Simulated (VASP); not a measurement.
Write the native input for VASP 6.6.1 that does the following.

* Task: single point
* Functional: PBE
* Potentials or basis: VASP PAW PBE potentials, release 64 (Ti_sv, H)
* Cutoff: 520 eV
* k mesh: 12 × 12 × 8
* Occupations: gaussian, width 0.1 eV
* Spin: no spin polarisation
* Dipole correction: no
* Further INCAR settings: ALGO = Normal; EDIFF = 1e-06; NBANDS = 25

The structure of TiH3 lies in POSCAR:

```
TiH3
1.0
    3.1654958125      0.0000000000      0.0000000000
   -1.5827479062      2.7413997892      0.0000000000
    0.0000000000      0.0000000000      5.5850786000
Ti H
2 6
Direct
    0.3333333333      0.6666666667      0.2500000000
    0.6666666667      0.3333333333      0.7500000000
    0.3333333333      0.6666666667      0.5939700000
    0.3333333333      0.6666666667      0.9060300000
    0.6666666667      0.3333333333      0.4060300000
    0.6666666667      0.3333333333      0.0939700000
    0.0000000000      0.0000000000      0.2500000000
    0.0000000000      0.0000000000      0.7500000000
```

The cell was generated, and may not be a known phase.

These files were run (other wordings do the same):

INCAR

```
PREC = Accurate
ENCUT = 520
EDIFF = 1E-6
ISMEAR = 0
SIGMA = 0.1
LREAL = False
LASPH = True
NELM = 60
ALGO = Normal
ISIF = 2
LWAVE = False
LCHARG = False
GGA = PE
NBANDS = 25
```

KPOINTS

```
regular mesh
0
Gamma
  12 12 8
```

Potentials or basis: VASP PAW PBE potentials, release 64 (Ti_sv, H).

Command:

```bash
$ cat potpaw_PBE.64/Ti_sv/POTCAR potpaw_PBE.64/H/POTCAR > POTCAR
$ mpirun -np 1 vasp_std > vasp.out
```

Results of the run:

```json
{
 "Pressure": "-0.1 GPa",
 "Band gap on the k mesh": "zero (bands 15 and 16 overlap by 1.11 eV)"
}
```

Run time: 50 s on 1 thread of AMD EPYC 9R45 96-Core Processor (Zen 5), on a shared host, peak memory 0.19 GiB.
